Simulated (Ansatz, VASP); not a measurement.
Two plane-wave programs on Hf3Ta2O

```
Hf Ta O
1.0
     5.88515    0.00000    0.00000
    -2.94258    5.09669    0.00000
     0.00000    0.00000    4.55079
Hf Ta O
3 2 1
Direct
  0.50000 0.00000 0.50000
  0.50000 0.50000 0.50000
  0.00000 0.50000 0.50000
  0.33333 0.66667 0.00000
  0.66667 0.33333 0.00000
  0.00000 0.00000 0.00000
```

Change from the starting cell: species swapped into the ErCo3B2 type (P6/mmm, No. 191).

Alike in both runs: functional PBE; k mesh 6 × 6 × 8; occupations gaussian, width 0.1 eV; no spin polarisation.

Ansatz relaxed the structure, and its values are those at the end. VASP's run is a single point on that final structure, the one shown.

|  | VASP | Ansatz |
| --- | --- | --- |
| version | VASP 6.6.1 | Ansatz 0.2.0 |
| potentials or method | VASP PAW PBE potentials, release 64 (Hf_pv, Ta_pv, O), cutoff 520 eV | scalar-relativistic, plane waves, PAW |
| valence electrons in the cell | 58 | 110 |

```csv
,VASP,Ansatz,Ansatz less VASP
gap on the k mesh at the Fermi level (eV),none,none,-
pressure (GPa),-0.2,0.0,+0.23
```

A gap of «none» marks a metal or a gap that the smearing closes. VASP's potentials hold 58 valence electrons a cell and Ansatz's 110, so a difference there can come from the potentials and not from the codes.

Spin-orbit coupling is off throughout.
